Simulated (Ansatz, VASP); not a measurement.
# HfO3 in VASP and in Ansatz

INCAR

```
  PREC = Accurate
  ENCUT = 520
  EDIFF = 1E-6
  ISMEAR = 0
  SIGMA = 0.1
  LREAL = F
  LASPH = T
  NELM = 60
  ALGO = Normal
  ISIF = 2
  LWAVE = F
  LCHARG = F
  GGA = PE
  NBANDS = 22
```

The input KPOINTS:

```
Automatic mesh
0
Gamma
  6 6 2
```

The input POSCAR:

```
HfO3
1.0
    2.5125884400      0.0000000000      0.0000000000
   -1.2562942200      2.1759654200      0.0000000000
    0.0000000000      0.0000000000      7.7142373200
Hf O
1 3
Direct
    0.0000000000      0.0000000000      0.0000000000
    0.0000000000      0.0000000000      0.5000000000
    0.3333333300      0.6666666700      0.2531949900
    0.3333333300      0.6666666700      0.7468050100
```

Input for Ansatz:

```yaml
crystal:
  lattice:
    - [2.51258844, 0.0, 0.0]
    - [-1.25629422, 2.17596542, 0.0]
    - [0.0, 0.0, 7.71423732]
  atoms:
    - { symbol: Hf, position: [0.0, 0.0, 0.0] }
    - { symbol: O, position: [0.0, 0.0, 0.5] }
    - { symbol: O, position: [0.33333333, 0.66666667, 0.25319499] }
    - { symbol: O, position: [0.33333333, 0.66666667, 0.74680501] }
basis:
  ecutwfc: 420
kpoints:
  mp_grid: { grid: [6, 6, 2] }
hamiltonian:
  xc: pbe
scf:
  occupations: { method: gaussian, width: 0.1 }
  lower_state_search: "off"
output:
  forces: true
  stress: true
  eigenvalues: true
```

Change from the starting cell: species swapped into the InAg3 type (P-6m2, No. 187).

Alike in both runs: task single point; functional PBE; k mesh 6 × 6 × 2; occupations gaussian, width 0.1 eV; no spin polarisation.

```csv
,VASP,Ansatz
version,VASP 6.6.1,Ansatz 0.2.0
potentials or method,"VASP PAW PBE potentials, release 64 (Hf_pv, O), cutoff 520 eV","scalar-relativistic, plane waves, PAW"
valence electrons in the cell,28,44
```

Ansatz gave:

| Quantity | Value |
| --- | --- |
| gap on the k mesh at the Fermi level (eV) | none |
| pressure (GPa) | 18.6 |
| traceless stress, the component that is largest in VASP (GPa) | -69.58 |
| rms of the force components (eV/Å) | 1.393 |

Q: Which values does VASP return?

A: gap on the k mesh at the Fermi level (eV): none; pressure (GPa): 17.2; traceless stress, the component that is largest in VASP (GPa): -69.32; rms of the force components (eV/Å): 1.411.

Atom by atom the forces differ by 0.018 eV/Å (rms over components). A gap of «none» marks a metal or a gap that the smearing closes. VASP's potentials hold 28 valence electrons a cell and Ansatz's 44, so a difference there can come from the potentials and not from the codes.

The k mesh is coarse, so the values compare programs but aren't converged. Spin-orbit coupling is off throughout.
